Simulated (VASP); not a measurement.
BaMo6: single point with PBE

Crystal: BaMo6.

```
Ba Mo
1.0
     5.96699    0.00000    0.00000
     0.00000    5.96699    0.00000
     0.00000    0.00000    5.96699
Ba Mo
1 6
Direct
  0.00000 0.00000 0.00000
  0.18117 0.50000 0.50000
  0.50000 0.18117 0.50000
  0.81883 0.50000 0.50000
  0.50000 0.81883 0.50000
  0.50000 0.50000 0.18117
  0.50000 0.50000 0.81883
```

The cell was built from a structure type or drawn by symmetry, and may not be a known phase.

```
Program             : VASP 6.6.1
Task                : single point
Functional          : PBE
Potentials or basis : VASP PAW PBE potentials, release 64 (Ba_sv, Mo_sv)
Cutoff              : 520 eV
k mesh              : 6 × 6 × 6
Occupations         : gaussian, width 0.1 eV
Spin                : no spin polarisation
```

```
Pressure               : 0.5 GPa
Largest force          : 0.306 eV/Å
Band gap on the k mesh : zero (bands 47 and 48 overlap by 0.81 eV)
```

Forces in eV/Å, atoms in the order of the input:
```
Ba   0.000  0.000  0.000
Mo   0.306  0.000  0.000
Mo   0.000  0.306  0.000
Mo  -0.306  0.000  0.000
Mo   0.000 -0.306  0.000
Mo   0.000  0.000  0.306
Mo   0.000  0.000 -0.306
```

Levels at points of the mesh, in eV from the Fermi level:
```
           k point  band 43  band 44  band 45  band 46  band 47  band 48  band 49  band 50  band 51  band 52
(0.00, 0.00, 0.00)    -0.14    -0.14     0.47     0.47     0.47     0.88     0.88     0.88     1.03     1.03
(0.50, 0.00, 0.00)    -0.55    -0.49    -0.49    -0.10     0.00     0.00     0.53     0.53     1.61     2.03
(0.50, 0.50, 0.00)    -0.69    -0.46    -0.44    -0.44    -0.35     0.18     0.18     0.47     1.04     1.30
(0.50, 0.50, 0.50)    -0.59    -0.37    -0.37    -0.33    -0.33    -0.33     0.13     0.13     0.13     0.94
```

It took 5.8 min on 1 thread of Intel(R) Xeon(R) Platinum 8375C CPU @ 2.90GHz (Ice Lake) (shared host), peak memory 0.44 GiB.

Caveat: spin-orbit coupling is left out, which moves the levels of the heavy elements.
